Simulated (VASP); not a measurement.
Wanted: the native input for a VASP 6.6.1 run.

```
Task                   : relaxation of cell and atoms
Functional             : LDA
Potentials or basis    : VASP PAW LDA potentials, release 64 (Sn_d)
Cutoff                 : 600 eV
k mesh                 : 11 × 11 × 11
Occupations            : fermi-dirac, width 0.1 eV
Spin                   : no spin polarisation
Dipole correction      : no
Further INCAR settings : ALGO = Normal; EDIFF = 1e-07; IBRION = 2; EDIFFG = -0.01; NSW = 80; ISIF = 3
```

The structure of Sn lies in POSCAR:

```
Sn
1.0
   -1.8946520000      1.8946520000      1.8946520000
    1.8946520000     -1.8946520000      1.8946520000
    1.8946520000      1.8946520000     -1.8946520000
Sn
1
Direct
    0.0000000000      0.0000000000      0.0000000000
```

One way to write it, as run:

INCAR

```
  PREC = Accurate
  ENCUT = 600
  EDIFF = 1E-7
  ISMEAR = -1
  SIGMA = 0.1
  LREAL = F
  LASPH = T
  NELM = 100
  ALGO = Normal
  ISIF = 3
  LWAVE = F
  LCHARG = F
  IBRION = 2
  NSW = 80
  EDIFFG = -0.01
```

KPOINTS

```
Automatic mesh
0
Gamma
  11 11 11
```

Potentials or basis: VASP PAW LDA potentials, release 64 (Sn_d).

Command:

```console
$ cat potpaw_LDA.64/Sn_d/POTCAR > POTCAR
$ mpirun -np 1 vasp_std > vasp.out
```

Results of the run:

| Property | Result |
| --- | --- |
| Relaxed volume | 25.67 Å³/atom |
| Relaxed cell | a = 3.219 Å, b = 3.219 Å, c = 3.219 Å, α = 109.47°, β = 109.47°, γ = 109.47° |
| Space group after relaxing (to 0.05 Å) | Im-3m (No. 229) |
| Energy gained by relaxing | 15.2 meV/atom |
| Ionic steps | 3 |
| Pressure after relaxing | 0.0 GPa |
| Band gap on the k mesh | zero (band 7 reaches 16.90 eV, above the bottom of band 8 at 5.99 eV) |

Caveat: spin-orbit coupling is left out, which moves the levels of the heavy elements.

It took 28 s on 1 thread of Intel(R) Xeon(R) Platinum 8488C (Sapphire Rapids), with other jobs on the host, peak memory 0.15 GiB.
